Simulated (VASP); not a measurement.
Wanted: the native input for a VASP 6.6.1 run.

| Item | Value |
| --- | --- |
| Task | dielectric tensor |
| Functional | PBEsol |
| Potentials or basis | VASP PAW PBE potentials, release 64 (Cd, S) |
| Cutoff | 520 eV |
| k mesh | 8 × 8 × 8 |
| Occupations | gaussian, width 0.01 eV |
| Spin | no spin polarisation |
| Dipole correction | no |
| Further INCAR settings | ALGO = Normal; EDIFF = 1e-08 |

The structure of CdS (Hawleyite) lies in POSCAR:

```
CdS
1.0
    0.0000000000      2.9165000000      2.9165000000
    2.9165000000      0.0000000000      2.9165000000
    2.9165000000      2.9165000000      0.0000000000
Cd S
1 1
Direct
    0.0000000000      0.0000000000      0.0000000000
    0.7500000000      0.7500000000      0.7500000000
```

The input as run:

INCAR

```
SYSTEM = CdS
PREC = Accurate
ENCUT = 520
EDIFF = 1E-8
ISMEAR = 0
SIGMA = 0.01
LREAL = .False.
LASPH = .True.
NELM = 80
ALGO = Normal
ISIF = 2
LWAVE = .False.
LCHARG = .False.
GGA = PS
LEPSILON = .True.
```

KPOINTS

```
regular mesh
0
Gamma
  8 8 8
  0 0 0
```

Potentials or basis: VASP PAW PBE potentials, release 64 (Cd, S).

Run with:

```sh
$ cat potpaw_PBE.64/Cd/POTCAR potpaw_PBE.64/S/POTCAR > POTCAR
$ mpirun -np 1 vasp_std > vasp.out
```

Results of the run:

```json
{
 "Band gap on the k mesh": "1.01 eV, direct",
 "Electronic dielectric tensor (diagonal)": "7.01",
 "Born charges (mean of the diagonal)": "Cd +2.21; S -2.21 e"
}
```

It took 5 min on 1 thread of Intel(R) Xeon(R) Platinum 8259CL CPU @ 2.50GHz (Skylake/Cascade Lake), on a shared host, peak memory 0.32 GiB.
